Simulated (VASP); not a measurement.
LaTe:

```
La Te
1.0
     3.93609    0.00000    0.00000
     0.00000    3.93609    0.00000
     0.00000    0.00000    3.93609
La Te
1 1
Direct
  0.00000 0.00000 0.00000
  0.50000 0.50000 0.50000
```

* Program: VASP 6.6.1
* Task: relaxation of cell and atoms
* Functional: LDA
* Potentials or basis: VASP PAW LDA potentials, release 64 (La, Te)
* Cutoff: 600 eV
* k mesh: 7 × 7 × 7
* Occupations: fermi-dirac, width 0.1 eV
* Spin: no spin polarisation

At the start: pressure -4.2 GPa; volume 30.49 Å³/atom.

Problem. How do energy, volume and symmetry change on relaxing?

Solution. Over 3 steps the energy falls by 28.6 meV/atom and the volume is 28.43 Å³/atom (-6.7 %); space group Pm-3m (No. 221, to 0.05 Å).

Step by step:
```tsv
step	energy change (eV)	largest force (eV/Å)	pressure (GPa)	volume (Å³)
1	0.0000	0.0000	-4.17	60.98
2	-0.0292	0.0000	3.60	54.24
3	-0.0572	0.0000	-0.02	56.87
```

Final structure:
```
La Te
1.0
     3.84546    0.00000    0.00000
     0.00000    3.84546    0.00000
     0.00000    0.00000    3.84546
La Te
1 1
Direct
  0.00000 0.00000 0.00000
  0.50000 0.50000 0.50000
```
